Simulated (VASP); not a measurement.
## TaN (zincblende type): single point with PBE

The system is TaN (zincblende type).

```xyz
2
Lattice="0.0000 2.1492 2.1492 2.1492 0.0000 2.1492 2.1492 2.1492 0.0000" Properties=species:S:1:pos:R:3 pbc="T T T"
Ta    0.0000    0.0000    0.0000
N     1.0746    1.0746    1.0746
```

- Program: VASP 6.6.1
- Task: single point
- Functional: PBE
- Potentials or basis: VASP PAW PBE potentials, release 64 (Ta_pv, N)
- Cutoff: 520 eV
- k mesh: 16 × 16 × 16
- Occupations: fermi-dirac, width 0.05 eV
- Spin: no spin polarisation
- Dipole correction: no
- Further INCAR settings: ALGO = Normal; EDIFF = 1e-06; NBANDS = 15

```
Pressure               : 143.0 GPa
Band gap on the k mesh : zero (band 8 reaches 10.93 eV, above the bottom of band 9 at 9.86 eV)
```

Levels at points of the mesh, in eV from the Fermi level:
| k point | band 5 | band 6 | band 7 | band 8 | band 9 | band 10 | band 11 | band 12 |
| --- | --- | --- | --- | --- | --- | --- | --- | --- |
| (0.00, 0.00, 0.00) | -9.21 | -9.21 | -9.21 | -0.76 | 0.63 | 0.63 | 7.39 | 7.39 |
| (0.50, 0.00, 0.00) | -8.22 | -8.22 | -7.86 | 0.61 | 1.68 | 1.68 | 4.57 | 5.61 |
| (0.50, 0.50, 0.00) | -10.93 | -5.50 | -5.50 | -2.91 | 1.67 | 3.42 | 4.51 | 4.51 |

Wall time 12 s on 1 thread of Intel(R) Xeon(R) 6975P-C (Granite Rapids) (shared host), peak memory 0.17 GiB.

Caveat: spin-orbit coupling is left out, which moves the levels of the heavy elements.
